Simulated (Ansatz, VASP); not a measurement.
## HfC5: VASP beside Ansatz

```
CELL_PARAMETERS angstrom
4.64262 0.00000 0.00000
-2.32131 4.02063 0.00000
0.00000 0.00000 2.62994
ATOMIC_POSITIONS crystal
Hf 0.00000 0.00000 0.50000
C 0.00000 0.59491 0.00000
C 0.33333 0.66667 0.50000
C 0.59491 0.00000 0.00000
C 0.66667 0.33333 0.50000
C 0.40509 0.40509 0.00000
```

Change from the starting cell: species swapped into the EuMg5 type (P-62m, No. 189).

Alike in both runs: functional PBE; k mesh 4 × 4 × 4; occupations gaussian, width 0.2 eV; no spin polarisation.

Ansatz relaxed the structure, and its values are those at the end. VASP's run is a single point on that final structure, the one shown.

```csv
,VASP,Ansatz
version,VASP 6.6.1,Ansatz 0.2.0
potentials or method,"VASP PAW PBE potentials, release 64 (Hf_pv, C), cutoff 600 eV","scalar-relativistic, plane waves, PAW"
valence electrons in the cell,30,46
```

```tsv
	VASP	Ansatz	Ansatz less VASP
gap on the k mesh at the Fermi level (eV)	none	none	-
pressure (GPa)	-1.2	-0.1	+1.10
rms of the force components (eV/Å)	0.001	0.013	+0.0117
```

A gap of «none» marks a metal or a gap that the smearing closes. VASP's potentials hold 30 valence electrons a cell and Ansatz's 46, so a difference there can come from the potentials and not from the codes.

The k mesh is coarse, so the values compare programs but aren't converged. Neither program's run includes spin-orbit coupling.
